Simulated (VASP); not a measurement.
Runs of VASP 6.6.1 on Ge. The structure is that of space group Pm-3m (No. 221), or close to it. The cells are those of the table. This isn't the form of Ge at room conditions, which is diamond.

| spin | cell | k mesh | gap on the mesh (eV) | pressure (GPa) |
| --- | --- | --- | --- | --- |
| off | a = 2.682 Å, 1 atom | 13 × 13 × 13 | none | 0.0 |
| off | a = 2.682 Å, 1 atom | 19 × 19 × 19 | none | -0.2 |
| off | a = 2.717 Å, 1 atom | 13 × 13 × 13 | none | -3.0 |
| off | a = 2.751 Å, 1 atom | 13 × 13 × 13 | none | (a) |
| non-collinear, zero start, SOC | a = 2.682 Å, 1 atom | 12 × 12 × 12 | - | -0.2 |

Alike in all rows: task single point; level r2SCAN; potentials or basis VASP PAW PBE potentials, release 64 (Ge_d); cutoff (eV) 520; smearing fermi-dirac 0.1 eV.

Problem. Estimate the missing entries.

Solution. (a) -5.2.

Caveats: the PAW data sets were made with another functional, which shifts forces and pressure a little; the cell stands under tension (at least some runs).

A k mesh can miss the band edges, and rows without SOC leave out spin-orbit coupling on Ge.

A gap of «none» marks levels without a gap at the run's occupations.
